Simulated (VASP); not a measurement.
## Nb3Pb: single point with PBE

Nb3Pb:

```
Pb Nb
1.0
     5.40983    0.00000    0.00000
     0.00000    5.40983    0.00000
     0.00000    0.00000    5.40983
Pb Nb
2 6
Direct
  0.00000 0.00000 0.00000
  0.50000 0.50000 0.50000
  0.25000 0.00000 0.50000
  0.50000 0.75000 0.00000
  0.75000 0.00000 0.50000
  0.50000 0.25000 0.00000
  0.00000 0.50000 0.75000
  0.00000 0.50000 0.25000
```

| Property | Result |
| --- | --- |
| Program | VASP 6.6.1 |
| Task | single point |
| Functional | PBE |
| Potentials or basis | VASP PAW PBE potentials, release 64 (Pb_d, Nb_sv) |
| Cutoff | 520 eV |
| k mesh | 6 × 6 × 6 |
| Occupations | fermi-dirac, width 0.1 eV |
| Spin | no spin polarisation |
| Dipole correction | no |
| k mesh for the DOS | 9 × 9 × 9 |
| Occupations for the DOS | tetrahedron |
| Further INCAR settings | ALGO = Normal; EDIFF = 1e-07; NBANDS = 63 |

```
Valence electrons inside the program's atomic spheres : Pb 12.26; Nb 10.63
```

Levels at points of the mesh, in eV from the Fermi level:
```tsv
k point	band 50	band 51	band 52	band 53	band 54	band 55	band 56	band 57	band 58	band 59
(0.00, 0.00, 0.00)	-0.42	-0.42	-0.42	-0.07	-0.07	1.20	2.13	2.13	2.13	3.11
```

It took 13 min on 1 thread of Intel(R) Xeon(R) Platinum 8259CL CPU @ 2.50GHz (Skylake/Cascade Lake) (shared host), peak memory 0.4 GiB.

Caveat: spin-orbit coupling is left out, which moves the levels of the heavy elements.
